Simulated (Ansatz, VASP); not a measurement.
# One calculation of HfO2, two programs

File INCAR:

```
SYSTEM = HfO2
PREC = Accurate ; ENCUT = 520
EDIFF = 1E-6 ; ISMEAR = 0
SIGMA = 0.05 ; LREAL = .False.
LASPH = .True. ; NELM = 100
ALGO = Normal ; ISIF = 2
LWAVE = .False. ; LCHARG = .False.
GGA = PE ; NBANDS = 56
```

KPOINTS

```
regular mesh
0
Gamma
  6 6 6
  0 0 0
```

The input POSCAR:

```
HfO2
1.0
    5.0976115520      0.0000000000      0.0000000000
    0.0000000000     -5.0976115520      0.0000000000
    0.0000000000      0.0000000000     -5.0976115520
Hf O
4 8
Direct
    0.0000000000      0.1824383813      0.0000000000
    0.5000000000      0.5000000000      0.0000000000
    0.5000000000      0.0000000000      0.5000000000
    0.0000000000      0.5000000000      0.5000000000
    0.2500000000      0.2500000000      0.2500000000
    0.7500000000      0.7500000000      0.2500000000
    0.7500000000      0.2500000000      0.7500000000
    0.2500000000      0.7500000000      0.7500000000
    0.7500000000      0.7500000000      0.7500000000
    0.2500000000      0.2500000000      0.7500000000
    0.2500000000      0.7500000000      0.2500000000
    0.7500000000      0.2500000000      0.2500000000
```

Input for Ansatz:

```yaml
crystal:
  lattice:
    - [5.097611552, 0.0, 0.0]
    - [0.0, -5.097611552, 0.0]
    - [0.0, 0.0, -5.097611552]
  atoms:
    - { symbol: Hf, position: [0.0, 0.1824383813, 0.0] }
    - { symbol: Hf, position: [0.5, 0.5, 0.0] }
    - { symbol: Hf, position: [0.5, 0.0, 0.5] }
    - { symbol: Hf, position: [0.0, 0.5, 0.5] }
    - { symbol: O, position: [0.25, 0.25, 0.25] }
    - { symbol: O, position: [0.75, 0.75, 0.25] }
    - { symbol: O, position: [0.75, 0.25, 0.75] }
    - { symbol: O, position: [0.25, 0.75, 0.75] }
    - { symbol: O, position: [0.75, 0.75, 0.75] }
    - { symbol: O, position: [0.25, 0.25, 0.75] }
    - { symbol: O, position: [0.25, 0.75, 0.25] }
    - { symbol: O, position: [0.75, 0.25, 0.25] }
basis:
  ecutwfc: 420
kpoints:
  mp_grid: { grid: [6, 6, 6] }
hamiltonian:
  xc: pbe
scf:
  occupations: { method: gaussian, width: 0.05 }
output:
  forces: true
  stress: true
  eigenvalues: true
  write_density: true
  write_potential: true
  elf: true
  volumetric_format: npy
```

Alike in both runs: task single point; functional PBE; k mesh 6 × 6 × 6; occupations gaussian, width 0.05 eV; no spin polarisation.

```csv
,VASP,Ansatz
version,VASP 6.6.1,Ansatz 0.2.0
potentials or method,"VASP PAW PBE potentials, release 64 (Hf_pv, O), cutoff 520 eV","scalar-relativistic, plane waves, PAW"
valence electrons in the cell,88,152
```

```tsv
	VASP	Ansatz	Ansatz less VASP
gap on the k mesh at the Fermi level (eV)	1.09	1.12	+0.033
least direct gap on the mesh (eV)	1.09	1.13	+0.040
pressure (GPa)	20.1	23.2	+3.13
traceless stress, the component that is largest in VASP (GPa)	-20.63	-20.84	-0.211
rms of the force components (eV/Å)	3.405	3.418	+0.0120
```

Atom by atom the forces differ by 0.038 eV/Å (rms over components). With one functional, cell and mesh, what is left measures potentials, basis and numerics. VASP's potentials hold 88 valence electrons a cell and Ansatz's 152, so a difference there can come from the potentials and not from the codes.

Neither program's run includes spin-orbit coupling.
